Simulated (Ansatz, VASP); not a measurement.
## One calculation of As, two programs

POSCAR

```
As
1.0
   14.0000000000      0.0000000000      0.0000000000
    0.0000000000     14.4000000000      0.0000000000
    0.0000000000      0.0000000000     14.8000000000
As
1
Direct
    0.5000000000      0.5000000000      0.5000000000
```

File INCAR.step1:

```
SYSTEM = As
ALGO = Normal
EDIFF = 1E-5
ENCUT = 440
GGA = PE
GGA_COMPAT = .FALSE.
ISMEAR = -1
ISPIN = 2
ISYM = 0
LASPH = .TRUE.
LCHARG = .FALSE.
LREAL = .FALSE.
LWAVE = .TRUE.
MAGMOM = 1
NBANDS = 12
NELM = 200
PREC = Accurate
SIGMA = 0.01
```

Contents of INCAR.step2:

```
SYSTEM = As
ALGO = Normal
EDIFF = 1E-6
ENCUT = 440
GGA_COMPAT = .FALSE.
ISIF = 2
ISMEAR = -1
ISPIN = 2
ISTART = 1
ISYM = 0
LASPH = .TRUE.
LCHARG = .FALSE.
LMIXTAU = .TRUE.
LORBIT = 11
LREAL = .FALSE.
LWAVE = .FALSE.
MAGMOM = 1
METAGGA = R2SCAN
NBANDS = 12
NELM = 200
PREC = Accurate
SIGMA = 0.01
```

KPOINTS

```
k-points
0
G
  1 1 1
  0 0 0
```

Input for Ansatz:

```yaml
crystal:
  lattice:
    - [14.0, 0.0, 0.0]
    - [0.0, 14.4, 0.0]
    - [0.0, 0.0, 14.8]
  atoms:
    - { symbol: As, position: [0.5, 0.5, 0.5], spin: 1.0 }
  symmetry: { detect: false, time_reversal: true }
hamiltonian:
  xc: r2scan
  pseudopotentials:
    kind: paw
    azcp:
      As: "pseudopotentials/As.paw.azcp"
basis:
  ecutwfc: 500
  fft_grid_basis: typed
kpoints:
  mp_grid: { grid: [1, 1, 1], shift: [0, 0, 0] }
magnetization:
  spin_polarized: true
scf:
  occupations: { method: fermi_dirac, width: 0.01 }
```

Alike in both runs: task single point; functional r2SCAN; k mesh 1 × 1 × 1; occupations fermi-dirac, width 0.01 eV; collinear spin.

```csv
,VASP,Ansatz
version,VASP 6.6.1,Ansatz 0.2.0
potentials or method,"VASP PAW PBE potentials, release 64 (As), cutoff 440 eV","plane waves (500 eV) with PAW, scalar-relativistic"
valence electrons in the cell,5,15
```

|  | VASP | Ansatz | Ansatz less VASP |
| --- | --- | --- | --- |
| gap on the k mesh at the Fermi level (eV) | 3.31 | 3.36 | +0.041 |
| net moment per atom (μB) | 3.00 | 3.00 | 0.000 |
| size of the moment on the site where the two differ most (μB) | 1.28 | 3.00 | +1.722 |

VASP's potentials were made for PBE, not for r2SCAN. Site moments also hang on the region over which each program counts them. VASP's potentials hold 5 valence electrons a cell and Ansatz's 15, so a difference there can come from the potentials and not from the codes. Ansatz's warnings: close curvature not read, stability check not made.
